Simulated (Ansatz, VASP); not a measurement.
## Two plane-wave programs on Au

File INCAR:

```
SYSTEM = Au
  ALGO = Normal
  EDIFF = 1E-7
  ENCUT = 520
  GGA = CA
  ISIF = 2
  ISMEAR = -1
  LASPH = .True.
  LCHARG = .True.
  LELF = .True.
  LREAL = .False.
  LVHAR = .True.
  LWAVE = .False.
  NBANDS = 18
  NELM = 100
  PREC = Accurate
  SIGMA = 0.1
```

File KPOINTS:

```
k-points
0
Gamma
  10 10 10
  0 0 0
```

File POSCAR:

```
Au
1.0
    0.0000000000      2.8523191750      2.8523191750
    2.8523191750      0.0000000000      2.8523191750
    2.8523191750      2.8523191750      0.0000000000
Au
2
Direct
    0.1250000000      0.1250000000      0.1250000000
    0.8750000000      0.8750000000      0.8750000000
```

Input for Ansatz:

```yaml
crystal:
  lattice:
    - [0.0, 2.852319175, 2.852319175]
    - [2.852319175, 0.0, 2.852319175]
    - [2.852319175, 2.852319175, 0.0]
  atoms:
    - { symbol: Au, position: [0.125, 0.125, 0.125] }
    - { symbol: Au, position: [0.875, 0.875, 0.875] }
hamiltonian:
  xc: lda
  pseudopotentials:
    kind: paw
    azcp:
      Au: "pseudopotentials/Au.paw.azcp"
basis:
  ecutwfc: 420
  fft_grid_basis: typed
kpoints:
  mp_grid: { grid: [10, 10, 10], shift: [0, 0, 0] }
magnetization:
  spin_polarized: false
scf:
  occupations: { method: fermi_dirac, width: 0.1 }
  lower_state_search: "off"
output:
  stress: true
  write_density: true
  write_potential: true
  elf: true
  volumetric_format: npy
```

Alike in both runs: task single point; functional LDA; k mesh 10 × 10 × 10; occupations fermi-dirac, width 0.1 eV; no spin polarisation.

|  | VASP | Ansatz |
| --- | --- | --- |
| version | VASP 6.6.1 | Ansatz 0.2.0 |
| potentials or method | VASP PAW LDA potentials, release 64 (Au), cutoff 520 eV | plane waves (420 eV) with PAW, scalar-relativistic |
| valence electrons in the cell | 22 | 38 |

|  | VASP | Ansatz | Ansatz less VASP |
| --- | --- | --- | --- |
| pressure (GPa) | 14.9 | 14.6 | -0.30 |

Ansatz warns that its potentials were made for another functional, while VASP's fit it. LDA's correlation is that of Perdew and Zunger in VASP and of Perdew and Wang (1992) in Ansatz. VASP's potentials hold 22 valence electrons a cell and Ansatz's 38, so a difference there can come from the potentials and not from the codes.

Spin-orbit coupling is off throughout.
